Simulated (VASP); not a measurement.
Write the native input for VASP 6.6.1 that does the following.

```
Task                   : single point
Functional             : PBE
Potentials or basis    : VASP PAW PBE potentials, release 64 (In_d, O)
Cutoff                 : 520 eV
k mesh                 : 9 × 9 × 2
Occupations            : fermi-dirac, width 0.05 eV
Spin                   : no spin polarisation
Dipole correction      : no
Further INCAR settings : ALGO = Normal; EDIFF = 1e-06; NBANDS = 27
```

The structure of InO lies in POSCAR:

```
InO
1.0
    3.3831121046      0.0000000000      0.0000000000
   -1.6915560524      2.9298610265      0.0000000000
    0.0000000000      0.0000000000     15.5529866067
In O
2 2
Direct
    0.6666666667      0.3333333333      0.4099790000
    0.6666666667      0.3333333333      0.5900210000
    0.0000000000      0.0000000000      0.3601330000
    0.0000000000      0.0000000000      0.6398670000
```

The input as run:

INCAR

```
SYSTEM = InO
  PREC = Accurate
  ENCUT = 520
  EDIFF = 1E-6
  ISMEAR = -1
  SIGMA = 0.05
  LREAL = .FALSE.
  LASPH = .TRUE.
  NELM = 100
  ALGO = Normal
  ISIF = 2
  LWAVE = .FALSE.
  LCHARG = .FALSE.
  GGA = PE
  NBANDS = 27
```

KPOINTS

```
regular mesh
0
G
  9 9 2
  0 0 0
```

Potentials or basis: VASP PAW PBE potentials, release 64 (In_d, O).

Run with:

```console
$ cat potpaw_PBE.64/In_d/POTCAR potpaw_PBE.64/O/POTCAR > POTCAR
$ mpirun -np 1 vasp_std > vasp.out
```

Results of the run:

```yaml
Largest_force: 0.539 eV/Å
Band_gap_on_the_k_mesh: 0.43 eV (least direct gap 1.29 eV)
```

Caveat: spin-orbit coupling is left out, which moves the levels of the heavy elements.

Run time: 3.6 min on 1 thread of Intel Xeon 8259CL (shared host), peak memory 0.33 GiB.
